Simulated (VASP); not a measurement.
# BaTiO3 (Pm-3m) in VASP: single point with PBE+U

Aim: the single point of BaTiO3 with PBE+U.

Everything below comes from runs of VASP 6.6.1. Logs are shortened: lines on timing, memory, paths and dates and some standing lists are left out, and cuts for length are marked.

## Step 1: The cell of the first run

It takes space group Pm-3m (No. 221, cubic). The conventional cell has a = 4.029 Å, b = 4.029 Å, c = 4.029 Å, α = 90.00°, β = 90.00°, γ = 90.00°. Ba (site symmetry m-3m) has 12 O at 2.85 Å and 8 Ti at 3.49 Å within 3.8 Å. Within 2.7 Å of Ti (site symmetry m-3m) lie 6 O at 2.01 Å. Within 2.7 Å of O (site symmetry 4/mmm) lie 2 Ti at 2.01 Å.

## Step 2: Single point, PBE+U

Input file INCAR:

```
PREC = Accurate
ENCUT = 520
EDIFF = 1E-7
ISMEAR = 0
SIGMA = 0.05
LREAL = F
LASPH = T
NELM = 150
ALGO = Normal
ISIF = 2
LWAVE = F
LCHARG = F
LMAXMIX = 4
LDAU = T
LDAUTYPE = 2
LDAUL = -1 2 -1
LDAUU = 0 4 0
LDAUJ = 0 0 0
LDAUPRINT = 1
GGA = PE
NBANDS = 28
```

Input file KPOINTS:

```
regular mesh
0
Gamma
  8 8 8
```

Input file POSCAR:

```
BaTiO3
1.0
    4.0288515454      0.0000000000      0.0000000000
    0.0000000000      4.0288515454      0.0000000000
    0.0000000000      0.0000000000      4.0288515454
Ba Ti O
1 1 3
Direct
    0.5000000000      0.5000000000      0.5000000000
    0.0000000000      0.0000000000      0.0000000000
    0.5000000000      0.0000000000      0.0000000000
    0.0000000000      0.5000000000      0.0000000000
    0.0000000000      0.0000000000      0.5000000000
```

Potentials or basis: VASP PAW PBE potentials, release 64 (Ba_sv, Ti_sv, O).

Command:

```bash
> cat potpaw_PBE.64/Ba_sv/POTCAR potpaw_PBE.64/Ti_sv/POTCAR potpaw_PBE.64/O/POTCAR > POTCAR
> mpirun -np 1 vasp_std > vasp.out
```

OUTCAR:

```text
PREC = Accurate
   ENCUT = 520
   EDIFF = 1E-7
   ISMEAR = 0
   LREAL = F
   LASPH = T
   NELM = 150
   ISIF = 2
   GGA = PE

 ion  position               nearest neighbor table
   1  0.500  0.500  0.500-   3 2.85   4 2.85   5 2.85   3 2.85   4 2.85   3 2.85   5 2.85   3 2.85
                             4 2.85   5 2.85   4 2.85   5 2.85   2 3.49   2 3.49   2 3.49   2 3.49
   2  0.000  0.000  0.000-   3 2.01   4 2.01   5 2.01   5 2.01   4 2.01   3 2.01   1 3.49   1 3.49
                             1 3.49   1 3.49   1 3.49   1 3.49   1 3.49   1 3.49
   3  0.500  0.000  0.000-   2 2.01   2 2.01   1 2.85   1 2.85   1 2.85   1 2.85
   4  0.000  0.500  0.000-   2 2.01   2 2.01   1 2.85   1 2.85   1 2.85   1 2.85
   5  0.000  0.000  0.500-   2 2.01   2 2.01   1 2.85   1 2.85   1 2.85   1 2.85

  LATTYP: Found a simple cubic cell.
 ALAT       =     4.0288515454

  Lattice vectors:

 A1 = (   4.0288515454,   0.0000000000,   0.0000000000)
 A2 = (   0.0000000000,   4.0288515454,   0.0000000000)
 A3 = (   0.0000000000,   0.0000000000,   4.0288515454)

Analysis of symmetry for initial positions (statically):
=====================================================================
 Subroutine PRICEL returns:
 Original cell was already a primitive cell.

 Routine SETGRP: Setting up the symmetry group for a
 simple cubic supercell.

 Subroutine GETGRP returns: Found 48 space group operations
 (whereof 48 operations were pure point group operations)
 out of a pool of 48 trial point group operations.

The static configuration has the point symmetry O_h .

Analysis of symmetry for dynamics (positions and initial velocities):
=====================================================================
 Subroutine PRICEL returns:
 Original cell was already a primitive cell.

 Routine SETGRP: Setting up the symmetry group for a
 simple cubic supercell.

 Subroutine GETGRP returns: Found 48 space group operations
 (whereof 48 operations were pure point group operations)
 out of a pool of 48 trial point group operations.

The dynamic configuration has the point symmetry O_h .

 Subroutine INISYM returns: Found 48 space group operations
 (whereof 48 operations are pure point group operations),
 and found     1 'primitive' translations

----------------------------------------------------------------------------------------

                                     Primitive cell

  volume of cell :      65.3949

  direct lattice vectors                    reciprocal lattice vectors
     4.028851545  0.000000000  0.000000000     0.248209692  0.000000000  0.000000000
     0.000000000  4.028851545  0.000000000     0.000000000  0.248209692  0.000000000
     0.000000000  0.000000000  4.028851545     0.000000000  0.000000000  0.248209692

  length of vectors
     4.028851545  4.028851545  4.028851545     0.248209692  0.248209692  0.248209692

  position of ions in fractional coordinates (direct lattice)
     0.500000000  0.500000000  0.500000000
     0.000000000  0.000000000  0.000000000
     0.500000000  0.000000000  0.000000000
     0.000000000  0.500000000  0.000000000
     0.000000000  0.000000000  0.500000000

  ion indices of the primitive-cell ions
   primitive index   ion index
                 1           1
                 2           2
                 3           3
                 4           4
                 5           5

----------------------------------------------------------------------------------------

 KPOINTS: regular mesh

Automatic generation of k-mesh.
 Grid dimensions read from file:
 generate k-points for:    8    8    8

 Generating k-lattice:

  Cartesian coordinates                     Fractional coordinates (reciprocal lattice)
[... 49 lines left out ...]
   NGXF,Y,Z  is equivalent  to a cutoff of  24.76, 24.76, 24.76 a.u.
 SYSTEM =  unknown system
   PREC   = accura    normal or accurate (medium, high low for compatibility)
   ISTART =      0    job   : 0-new  1-cont  2-samecut
   ICHARG =      2    charge: 1-file 2-atom 10-const
   ISPIN  =      1    spin polarized calculation?
   LNONCOLLINEAR =      F non collinear calculations
   LSORBIT =      F    spin-orbit coupling
   LASPH  =      T    aspherical Exc in radial PAW
   ENCUT  =  520.0 eV  38.22 Ry    6.18 a.u.   7.49  7.49  7.49*2*pi/ulx,y,z
   NELM   =    150;   NELMIN=  2; NELMDL= -5     # of ELM steps
   EDIFF  = 0.1E-06   stopping-criterion for ELM
   LREAL  =      F    real-space projection
   EDIFFG = 0.1E-05   stopping-criterion for IOM
   NSW    =      0    number of steps for IOM
   IBRION =     -1    ionic relax: 0-MD 1-quasi-New 2-CG
   NFREE  =      0    steps in history (QN), initial steepest desc. (CG)
   ISIF   =      2    stress and relaxation
   ISYM   =      2    0-nonsym 1-usesym 2-fastsym
   POTIM  = 0.5000    time-step for ionic-motion
   TEBEG  =    0.0;   TEEND  =   0.0 temperature during run
   PSTRESS=    0.0 pullay stress
   NELECT =      40.0000    total number of electrons
   NUPDOWN=      -1.0000    fix difference up-down
   EMIN   =  10.00;   EMAX   =-10.00  energy-range for DOS
   EFERMI =   0.00;   METHOD = LEGACY
   ISMEAR =     0;   SIGMA  =   0.05  broadening in eV -4-tet -1-fermi 0-gaus
   EFERMI_NEDOS =   21; number of points for ismear=-14 and -15
   IALGO  =     38    algorithm
   IMIX   =      4    mixing-type and parameters
     AMIX     =   0.40;   BMIX     =  1.00
     AMIX_MAG =   1.60;   BMIX_MAG =  1.00
  volume/ion in A,a.u.               =      13.08        88.26
  Fermi-wavevector in a.u.,A,eV,Ry     =   1.389676  2.626107 26.275564  1.931199
  Thomas-Fermi vector in A             =   2.513684
   LORBIT       =      0    0 simple, 1 ext, 2 COOP (PROOUT), +10 PAW based schemes
 LDA+U is selected, type is set to LDAUTYPE =  2
   angular momentum for each species LDAUL =    -1    2   -1
   U (eV)           for each species LDAUU =   0.0  4.0  0.0
   J (eV)           for each species LDAUJ =   0.0  0.0  0.0
   GGA     = PE    functional components
   LHFCALC =     F    Hartree Fock is set to
   AEXX    =    0.0000 exact exchange contribution
   IVDW    =     0    specifies the selected vdW correction
   LEPSILON=     F    determine dielectric tensor
   LRPA    =     F    only Hartree local field effects (RPA)
 non-spin polarized calculation
 Gauss-broadening in eV      SIGMA  =   0.05
  energy-cutoff  :      520.00
  volume of cell :       65.39
 maximum number of plane-waves:      1791
 NGX is ok and might be reduce to    30
   NGX = 15   NGY = 15   NGZ = 15

atom =   2  type =  2  l = 2

 onsite density matrix

spin component  1

  0.1029  0.0000  0.0000  0.0000  0.0000
  0.0000  0.1029 -0.0000 -0.0000  0.0000
  0.0000 -0.0000  0.2337  0.0000 -0.0000
  0.0000 -0.0000  0.0000  0.1029 -0.0000
  0.0000  0.0000 -0.0000 -0.0000  0.2337

spin component  2

  0.1029  0.0000  0.0000  0.0000  0.0000
  0.0000  0.1029 -0.0000 -0.0000  0.0000
  0.0000 -0.0000  0.2337  0.0000 -0.0000
  0.0000 -0.0000  0.0000  0.1029 -0.0000
  0.0000  0.0000 -0.0000 -0.0000  0.2337

 occupancies and eigenvectors

  o =  0.1029  v =  0.0000 -0.6483 -0.0000 -0.7614  0.0000  0.0000  0.0000  0.0000  0.0000  0.0000      0.0000  0.0000  0.0000  0.0000  0.0000  0.0000  0.0000  0.0000  0.0000  0.0000
  o =  0.1029  v =  0.0000  0.0000  0.0000  0.0000  0.0000  0.0000 -0.6483 -0.0000 -0.7614  0.0000      0.0000  0.0000  0.0000  0.0000  0.0000  0.0000  0.0000  0.0000  0.0000  0.0000
  o =  0.1029  v =  1.0000  0.0000  0.0000  0.0000  0.0000  0.0000  0.0000  0.0000  0.0000  0.0000      0.0000  0.0000  0.0000  0.0000  0.0000  0.0000  0.0000  0.0000  0.0000  0.0000
  o =  0.1029  v =  0.0000  0.0000  0.0000  0.0000  0.0000  1.0000  0.0000  0.0000  0.0000  0.0000      0.0000  0.0000  0.0000  0.0000  0.0000  0.0000  0.0000  0.0000  0.0000  0.0000
  o =  0.1029  v =  0.0000 -0.7614 -0.0000  0.6483  0.0000  0.0000  0.0000  0.0000  0.0000  0.0000      0.0000  0.0000  0.0000  0.0000  0.0000  0.0000  0.0000  0.0000  0.0000  0.0000
  o =  0.1029  v =  0.0000  0.0000  0.0000  0.0000  0.0000  0.0000 -0.7614 -0.0000  0.6483  0.0000      0.0000  0.0000  0.0000  0.0000  0.0000  0.0000  0.0000  0.0000  0.0000  0.0000
  o =  0.2337  v =  0.0000  0.0000  0.0000  0.0000  0.0000  0.0000 -0.0000 -0.0068  0.0000 -1.0000      0.0000  0.0000  0.0000  0.0000  0.0000  0.0000  0.0000  0.0000  0.0000  0.0000
  o =  0.2337  v =  0.0000 -0.0000 -0.0068  0.0000 -1.0000  0.0000  0.0000  0.0000  0.0000  0.0000      0.0000  0.0000  0.0000  0.0000  0.0000  0.0000  0.0000  0.0000  0.0000  0.0000
  o =  0.2337  v =  0.0000 -0.0000  1.0000  0.0000 -0.0068  0.0000  0.0000  0.0000  0.0000  0.0000      0.0000  0.0000  0.0000  0.0000  0.0000  0.0000  0.0000  0.0000  0.0000  0.0000
  o =  0.2337  v =  0.0000  0.0000  0.0000  0.0000  0.0000  0.0000 -0.0000  1.0000  0.0000 -0.0068      0.0000  0.0000  0.0000  0.0000  0.0000  0.0000  0.0000  0.0000  0.0000  0.0000

 number of electron      39.9999976 magnetization

 Free energy of the ion-electron system (eV)
  ---------------------------------------------------
  ext. energy  EPLUGINS =         0.00000000
  ---------------------------------------------------
  free energy    TOTEN  =       -37.33440123 eV

  energy without entropy =      -37.33440123  energy(sigma->0) =      -37.33440123

 E-fermi :   4.1008     XC(G=0): -11.1645

 val. band max:        3.8223100552   @ k =   0.5000   0.5000   0.5000
 cond. band min:       5.9913601275   @ k =   0.0000   0.0000   0.0000
 fundamental gap:      2.1690500723
 Fermi energy:         4.1007650650

 k-point     1 :       0.0000    0.0000    0.0000
  band No.  band energies     occupation
      1     -54.0079      2.00000
      2     -30.1585      2.00000
      3     -30.1585      2.00000
      4     -30.1585      2.00000
      5     -21.0435      2.00000
      6     -13.0856      2.00000
[... 733 lines left out ...]
     27      11.9105      0.00000
     28      12.6749      0.00000

 [... further k-points ...]
[... 5 lines left out ...]
  --------------------------------------------------------------------------------------
  -------------------------------------------------------------------------------------
  Total        1.4099303      1.4099303      1.4099303     -0.0000000     -0.0000000      0.0000000
  in kB       34.5433495     34.5433495     34.5433495     -0.0000000     -0.0000000      0.0000000
  external PRESSURE =      34.5433495 kB  Pullay stress =       0.0000000 kB

 VOLUME and BASIS-vectors are now :
 -----------------------------------------------------------------------------
  energy-cutoff  :      520.00
  volume of cell :       65.39
      direct lattice vectors                 reciprocal lattice vectors
     4.028851545  0.000000000  0.000000000     0.248209692  0.000000000  0.000000000
     0.000000000  4.028851545  0.000000000     0.000000000  0.248209692  0.000000000
     0.000000000  0.000000000  4.028851545     0.000000000  0.000000000  0.248209692

 POSITION                                       TOTAL-FORCE (eV/Angst)
 -----------------------------------------------------------------------------------
      2.01443      2.01443      2.01443         0.000000      0.000000      0.000000
      0.00000      0.00000      0.00000         0.000000      0.000000      0.000000
      2.01443      0.00000      0.00000         0.000000      0.000000      0.000000
      0.00000      2.01443      0.00000         0.000000      0.000000      0.000000
      0.00000      0.00000      2.01443         0.000000      0.000000      0.000000
 -----------------------------------------------------------------------------------
    total drift:                                0.000000     -0.000000      0.000000

  FREE ENERGIE OF THE ION-ELECTRON SYSTEM (eV)
  ---------------------------------------------------
  free  energy   TOTEN  =       -37.3344012255 eV

  energy  without entropy=      -37.3344012255  energy(sigma->0) =      -37.33440123
```

It took 33 s on 1 thread of Intel Xeon 6975P-C (Granite Rapids), shared host; peak memory 0.21 GiB.

Results:

```yaml
Free_energy: -37.3344 eV
Pressure: 3.5 GPa
Band_gap_on_the_k_mesh: 2.17 eV (least direct gap 2.38 eV)
```

Eigenvalues of the final occupation matrices:
```tsv
site	spin	trace	eigenvalues
site 2 d	1	0.78	0.10 0.10 0.10 0.23 0.23
site 2 d	2	0.78	0.10 0.10 0.10 0.23 0.23
```

Caveat: the cell stands under pressure; spin-orbit coupling is left out, which moves the levels of the heavy elements. A k mesh can miss the band edges.
